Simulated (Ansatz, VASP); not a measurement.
## One calculation of Na2N, two programs

```xyz
6
Lattice="-2.9115 2.9115 2.8805 2.9115 -2.9115 2.8805 2.9115 2.9115 -2.8805" Properties=species:S:1:pos:R:3 pbc="T T T"
Na    1.3246    4.2361    0.0000
Na    1.5869    1.3246    0.0000
Na    1.5869   -1.3246    2.8805
Na    1.3246    1.5869    2.8805
N     0.0000    0.0000    1.4402
N     0.0000    0.0000    4.3207
```

Alike in both runs: functional PBE; k mesh 4 × 4 × 4; occupations gaussian, width 0.1 eV; collinear spin.

Ansatz relaxed the structure, and its values are those at the end. VASP's run is a single point on that final structure, the one shown.

|  | VASP | Ansatz |
| --- | --- | --- |
| version | VASP 6.6.1 | Ansatz 0.2.0 |
| potentials or method | VASP PAW PBE potentials, release 64 (Na_pv, N), cutoff 520 eV | scalar-relativistic, plane waves, PAW |
| valence electrons in the cell | 38 | 46 |

|  | VASP | Ansatz | Ansatz less VASP |
| --- | --- | --- | --- |
| gap on the k mesh at the Fermi level (eV) | none | none | - |
| pressure (GPa) | 0.1 | 0.1 | -0.05 |
| net moment per atom (μB) | 0.08 | 0.08 | 0.000 |
| size of the moment on the site where the two differ most (μB) | 0.19 | 0.25 | +0.063 |

Site moments also hang on the region over which each program counts them. A gap of «none» marks a metal or a gap that the smearing closes. With one functional, cell and mesh, what is left measures potentials, basis and numerics. VASP's potentials hold 38 valence electrons a cell and Ansatz's 46, so a difference there can come from the potentials and not from the codes.

The k mesh is coarse, so the values compare programs but aren't converged.
